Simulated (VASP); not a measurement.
BaZrO3: single point with PBE

The system is BaZrO3.

```xyz
5
Lattice="4.2085 0.0000 0.0000 0.0000 4.2085 0.0000 0.0000 0.0000 4.2085" Properties=species:S:1:pos:R:3 pbc="T T T"
Ba    0.0000    0.0000    0.0000
Zr    2.1043    2.1043    2.1043
O     2.1043    2.1043    0.0000
O     2.1043    0.0000    2.1043
O     0.0000    2.1043    2.1043
```

```
Program             : VASP 6.6.1
Task                : single point
Functional          : PBE
Potentials or basis : VASP PAW PBE potentials, release 64 (Ba_sv, Zr_sv, O)
Cutoff              : 520 eV
k mesh              : 6 × 6 × 6
Occupations         : fermi-dirac, width 0.05 eV
Spin                : no spin polarisation
```

```json
{"Pressure": "3.0 GPa", "Band gap on the k mesh": "3.16 eV (least direct gap 3.40 eV)"}
```

Levels at points of the mesh, in eV from the valence-band top:
| k point | band 18 | band 19 | band 20 | band 21 | band 22 | band 23 |
| --- | --- | --- | --- | --- | --- | --- |
| (0.00, 0.00, 0.00) | -0.24 | -0.24 | -0.24 | 3.16 | 3.16 | 3.16 |
| (0.50, 0.00, 0.00) | -1.65 | -0.47 | -0.47 | 3.60 | 5.63 | 5.63 |
| (0.50, 0.50, 0.00) | -0.93 | -0.82 | -0.08 | 5.60 | 5.60 | 6.39 |
| (0.50, 0.50, 0.50) | 0.00 | 0.00 | 0.00 | 5.93 | 5.93 | 5.93 |

It took 43 s on 1 thread of Intel Xeon 8259CL (shared host), peak memory 0.2 GiB.

Caveat: the cell stands under pressure; spin-orbit coupling is left out, which moves the levels of the heavy elements. A k mesh can miss the band edges.
